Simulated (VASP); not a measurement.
# PdC18 in VASP: notebook

Runs on PdC18. Level: PBE+D3(BJ). Tasks: single point.

All numbers are computed with VASP 6.6.1; they aren't measurements. Logs are shortened: lines on timing, memory, paths and dates and some standing lists are left out, and cuts for length are marked.

## 1. The cell of the first run

The cell holds a slab with vacuum, 19 atoms: a = 7.398 Å, b = 7.398 Å, c = 12.000 Å, α = 90.00°, β = 90.00°, γ = 120.00°.

## 2. Single point, PBE+D3(BJ)

The input, INCAR:

```
SYSTEM = PdC18
ALGO = Normal
EDIFF = 1E-6
ENCUT = 520
GGA = PE
ISIF = 2
ISMEAR = 0
IVDW = 12
LASPH = .TRUE.
LCHARG = .FALSE.
LREAL = Auto
LWAVE = .FALSE.
NBANDS = 56
NELM = 60
PREC = Accurate
SIGMA = 0.02
```

The input, KPOINTS:

```
k-points
0
G
  2 2 1
  0 0 0
```

The input, POSCAR:

```
PdC18
1.0
    7.3980000000      0.0000000000      0.0000000000
   -3.6990000000      6.4068560000      0.0000000000
    0.0000000000      0.0000000000     12.0000000000
C Pd
18 1
Direct
   -0.0021936080     -0.0058897843      0.0925422500
    0.2215728297      0.1060659081      0.0852465000
   -0.0023409862      0.3306348699      0.0842989167
    0.2196914599      0.4391923277      0.0796307500
   -0.0030214942      0.6620662303      0.0810184167
    0.2193206926      0.7721834235      0.0812500000
    0.3305439904     -0.0045746307      0.0819430000
    0.5527530736      0.1054412648      0.0825046667
    0.3307399100      0.3295138833      0.0806676667
    0.5527854011      0.4387624757      0.0799780000
    0.3302069975      0.6622758495      0.0795043333
    0.5523959850      0.7717808860      0.0809687500
    0.6618836309     -0.0049375232      0.0859331667
    0.8853465914      0.1065931558      0.0938014167
    0.6636351300      0.3287941855      0.0821182500
    0.8859693198      0.4386134166      0.0816470000
    0.6631963045      0.6617873103      0.0800821667
    0.8851759950      0.7698326605      0.0836756667
    0.9628679016      1.0514773549      0.2631885000
```

Potentials or basis: VASP PAW PBE potentials, release 64 (C, Pd).

The run is started by

```
$ cat potpaw_PBE.64/C/POTCAR potpaw_PBE.64/Pd/POTCAR > POTCAR
$ mpirun -np 1 vasp_std > vasp.out
```

OUTCAR:

```text
SYSTEM = PdC18
   EDIFF = 1E-6
   ENCUT = 520
   GGA = PE
   ISIF = 2
   ISMEAR = 0
   IVDW = 12
   LASPH = .TRUE.
   LREAL = Auto
   NELM = 60
   PREC = Accurate
 IVDW          = 12

 ion  position               nearest neighbor table
   1  0.998  0.994  0.093-   2 1.44  18 1.44  14 1.44  19 2.13
   2  0.222  0.106  0.085-   7 1.41   9 1.43   1 1.44
   3  0.998  0.331  0.084-  16 1.41   4 1.42  14 1.44
   4  0.220  0.439  0.080-   9 1.41   3 1.42  11 1.43
   5  0.997  0.662  0.081-  18 1.41   6 1.42  16 1.43
   6  0.219  0.772  0.081-  11 1.41   5 1.42   7 1.43
   7  0.331  0.995  0.082-   2 1.41   8 1.42   6 1.43
   8  0.553  0.105  0.083-  13 1.41   7 1.42  15 1.43
   9  0.331  0.330  0.081-   4 1.41  10 1.42   2 1.43
  10  0.553  0.439  0.080-  15 1.41   9 1.42  17 1.43
  11  0.330  0.662  0.080-   6 1.41  12 1.42   4 1.43
  12  0.552  0.772  0.081-  17 1.41  11 1.42  13 1.43
  13  0.662  0.995  0.086-   8 1.41  12 1.43  14 1.43
  14  0.885  0.107  0.094-  13 1.43   3 1.44   1 1.44  19 2.20
  15  0.664  0.329  0.082-  10 1.41  16 1.42   8 1.43
  16  0.886  0.439  0.082-   3 1.41  15 1.42   5 1.43
  17  0.663  0.662  0.080-  12 1.41  18 1.42  10 1.43
  18  0.885  0.770  0.084-   5 1.41  17 1.42   1 1.44
  19  0.963  0.051  0.263-   1 2.13  14 2.20

  LATTYP: Found a hexagonal cell.
 ALAT       =     7.3980000000
 C/A-ratio  =     1.6220600162

  Lattice vectors:

 A1 = (   7.3980000000,   0.0000000000,   0.0000000000)
 A2 = (  -3.6990000000,   6.4068560000,   0.0000000000)
 A3 = (   0.0000000000,   0.0000000000,  12.0000000000)

Analysis of symmetry for initial positions (statically):
=====================================================================
 Subroutine PRICEL returns:
 Original cell was already a primitive cell.

 Routine SETGRP: Setting up the symmetry group for a
 hexagonal supercell.

 Subroutine GETGRP returns: Found  1 space group operations
 (whereof  1 operations were pure point group operations)
 out of a pool of 24 trial point group operations.

The static configuration has the point symmetry C_1 .

Analysis of symmetry for dynamics (positions and initial velocities):
=====================================================================
 Subroutine PRICEL returns:
 Original cell was already a primitive cell.

 Routine SETGRP: Setting up the symmetry group for a
 hexagonal supercell.

 Subroutine GETGRP returns: Found  1 space group operations
 (whereof  1 operations were pure point group operations)
 out of a pool of 24 trial point group operations.

The dynamic configuration has the point symmetry C_1 .

[... 119 lines left out ...]
   POTIM  = 0.5000    time-step for ionic-motion
   TEBEG  =    0.0;   TEEND  =   0.0 temperature during run
   PSTRESS=    0.0 pullay stress
   NELECT =      82.0000    total number of electrons
   NUPDOWN=      -1.0000    fix difference up-down
   EMIN   =  10.00;   EMAX   =-10.00  energy-range for DOS
   EFERMI =   0.00;   METHOD = LEGACY
   ISMEAR =     0;   SIGMA  =   0.02  broadening in eV -4-tet -1-fermi 0-gaus
   EFERMI_NEDOS =   21; number of points for ismear=-14 and -15
   IALGO  =     38    algorithm
   IMIX   =      4    mixing-type and parameters
     AMIX     =   0.40;   BMIX     =  1.00
     AMIX_MAG =   1.60;   BMIX_MAG =  1.00
  volume/ion in A,a.u.               =      29.94       202.01
  Fermi-wavevector in a.u.,A,eV,Ry     =   0.858419  1.622176 10.025902  0.736883
  Thomas-Fermi vector in A             =   1.975621
   LORBIT       =      0    0 simple, 1 ext, 2 COOP (PROOUT), +10 PAW based schemes
   GGA     = PE    functional components
   LHFCALC =     F    Hartree Fock is set to
   AEXX    =    0.0000 exact exchange contribution
   IVDW    =    12    specifies the selected vdW correction
   LEPSILON=     F    determine dielectric tensor
   LRPA    =     F    only Hartree local field effects (RPA)
 non-spin polarized calculation
 Gauss-broadening in eV      SIGMA  =   0.02
  energy-cutoff  :      520.00
  volume of cell :      568.78
 maximum number of plane-waves:     15363
 NGX is ok and might be reduce to    56
   NGX = 27   NGY = 27   NGZ = 45

 number of electron      82.0000005 magnetization

 Free energy of the ion-electron system (eV)
  ---------------------------------------------------
  ext. energy  EPLUGINS =         0.00000000
  ---------------------------------------------------
  free energy    TOTEN  =      -168.28124985 eV

  energy without entropy =     -168.28118292  energy(sigma->0) =     -168.28121638

 E-fermi :  -0.9702     XC(G=0):  -4.1454

 val. band max:       -1.0122716104   @ k =   0.0000   0.0000   0.0000
 cond. band min:      -0.9280409721   @ k =   0.0000   0.0000   0.0000
 fundamental gap:      0.0842306383
 Fermi energy:        -0.9701562914

 k-point     1 :       0.0000    0.0000    0.0000
  band No.  band energies     occupation
      1     -20.6849      2.00000
      2     -18.2573      2.00000
      3     -18.1326      2.00000
      4     -18.0762      2.00000
      5     -18.0597      2.00000
      6     -18.0335      2.00000
[... 213 lines left out ...]
     52       3.9510      0.00000
     53       4.1886      0.00000
 [bands above 53 left out]

------------------------ aborting loop because EDIFF is reached ----------------------------------------

 Edisp (eV)   -1.88408

 E8    (eV) :    -0.6122

  FORCE on cell =-STRESS in cart. coord.  units (eV):
  Direction    XX          YY          ZZ          XY          YZ          ZX
  --------------------------------------------------------------------------------------
  -------------------------------------------------------------------------------------
  Total       1.02082     6.57371    -0.14576     2.39353    -0.01652    -0.20815
  in kB       2.87554    18.51743    -0.41059     6.74231    -0.04653    -0.58632
  external pressure =        6.99 kB  Pullay stress =        0.00 kB

 VOLUME and BASIS-vectors are now :
 -----------------------------------------------------------------------------
  energy-cutoff  :      520.00
  volume of cell :      568.78
      direct lattice vectors                 reciprocal lattice vectors
     7.398000000  0.000000000  0.000000000     0.135171668  0.078041398  0.000000000
    -3.699000000  6.406856000  0.000000000     0.000000000  0.156082796  0.000000000
     0.000000000  0.000000000 12.000000000     0.000000000  0.000000000  0.083333333

 POSITION                                       TOTAL-FORCE (eV/Angst)
 -----------------------------------------------------------------------------------
      3.70456      6.36912      1.11051        -0.002553     -0.019282      0.001224
      1.24686      0.67955      1.02296         0.014343      0.042561     -0.014286
      6.15766      2.11833      1.01159         0.005861     -0.019537      0.009045
      0.00071      2.81384      0.95557         0.024195      0.041578     -0.001747
      4.92666      4.24176      0.97222         0.010607     -0.044200      0.002522
     -1.23377      4.94727      0.97500         0.024353      0.021584      0.000461
[... 11 lines left out ...]
      3.70092      4.93221      1.00411        -0.006484      0.023009      0.013438
      6.93288      0.32981      3.15826        -0.090670     -0.006753      0.017990
 -----------------------------------------------------------------------------------
    total drift:                                0.002042     -0.002685      0.036048

  FREE ENERGIE OF THE ION-ELECTRON SYSTEM (eV)
  ---------------------------------------------------
  free  energy   TOTEN  =      -170.1653313961 eV

  energy  without entropy=     -170.1652644609  energy(sigma->0) =     -170.16529793
```

stdout:

```text
POSCAR found type information on POSCAR C Pd
 POSCAR found :  2 types and      19 ions
 scaLAPACK will be used
 LDA part: xc-table for (Slater+PW92), standard interpolation
 POSCAR, INCAR and KPOINTS ok, starting setup
 FFT: planning ... GRIDC
 FFT: planning ... GRID_SOFT
 FFT: planning ... GRID
 WAVECAR not read
 entering main loop
```

It took 4.2 min on 1 thread of Intel Xeon Platinum 8124M at 3.00GHz (Skylake/Cascade Lake), shared host; peak memory 0.59 GiB.

Results:

* Free energy: -170.1653 eV
* Largest force: 0.093 eV/Å
* Band gap on the k mesh: 0.08 eV
* Dispersion energy per atom: -0.099 eV

Forces on the atoms (eV/Å):
```
C   -0.003 -0.019  0.001
C    0.014  0.043 -0.014
C    0.006 -0.020  0.009
C    0.024  0.042 -0.002
C    0.011 -0.044  0.003
C    0.024  0.022  0.000
C    0.022 -0.029 -0.007
C    0.003  0.017  0.001
C    0.005 -0.006 -0.004
C   -0.008  0.039 -0.004
C    0.005 -0.036 -0.003
C   -0.004  0.015  0.001
C    0.007 -0.029 -0.008
C   -0.010  0.022  0.000
C    0.001 -0.027 -0.005
C    0.006  0.032 -0.004
C   -0.007 -0.037  0.005
C   -0.006  0.023  0.013
Pd  -0.091 -0.007  0.018
```

Levels at points of the mesh, in eV from the valence-band top:
```tsv
k point	band 39	band 40	band 41	band 42	band 43	band 44
(0.00, 0.00, 0.00)	-1.44	-0.16	0.00	0.08	0.28	0.93
(0.50, 0.00, 0.00)	-1.47	-1.28	-1.04	0.97	1.60	2.34
(0.00, 0.50, 0.00)	-1.47	-1.28	-1.04	0.98	1.65	2.37
(0.50, 0.50, 0.00)	-1.27	-1.22	-1.19	0.89	1.60	2.31
```

Caveat: the k points lie up to 0.49 Å⁻¹ apart; there is no dipole correction, which matters where the two faces differ.

(Continued in part 2 of 2.)
